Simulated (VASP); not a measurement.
Here is a VASP 6.6.1 calculation.

File INCAR:

```
SYSTEM = CaO
ALGO     = Normal         ! electronic algorithm
EDIFF    = 1E-6           ! SCF threshold, eV
ENCUT    = 520            ! plane-wave cutoff, eV
GGA      = CA             ! functional
ISIF     = 2              ! what is computed and relaxed
ISMEAR   = 0              ! smearing method
LASPH    = .TRUE.         ! aspherical terms in the spheres
LCHARG   = .FALSE.        ! write CHGCAR
LREAL    = .FALSE.        ! projectors in reciprocal space
LWAVE    = .FALSE.        ! write WAVECAR
NBANDS   = 24             ! bands
NELM     = 100            ! most SCF steps
PREC     = Accurate       ! precision mode
SIGMA    = 0.05           ! smearing width, eV
```

Contents of KPOINTS:

```
k-points
0
G
  6 6 4
  0 0 0
```

File POSCAR:

```
CaO
1.0
    3.9919760000      0.0000000000      0.0000000000
   -1.9959880000      3.4571520000      0.0000000000
    0.0000000000      0.0000000000      4.6891432000
Ca O
2 2
Direct
    0.3333333333      0.6666666667      0.7500000000
    0.6666666667      0.3333333333      0.2500000000
    0.3333333333      0.6666666667      0.2500000000
    0.6666666667      0.3333333333      0.7500000000
```

Potentials or basis: VASP PAW LDA potentials, release 64 (Ca_sv, O).

Launch:

```console
$ cat potpaw_LDA.64/Ca_sv/POTCAR potpaw_LDA.64/O/POTCAR > POTCAR
$ mpirun -np 1 vasp_std > vasp.out
```

Q: Estimate the pressure.

A: -3.2 GPa.

Q: Estimate the band gap on the k mesh.

A: 3.00 eV, direct.

Stress tensor (GPa, compression positive):
```
-3.97  0.00  0.00
 0.00 -3.97  0.00
 0.00  0.00 -1.61
```

LDA gaps usually lie below the measured ones, often by a third to a half.
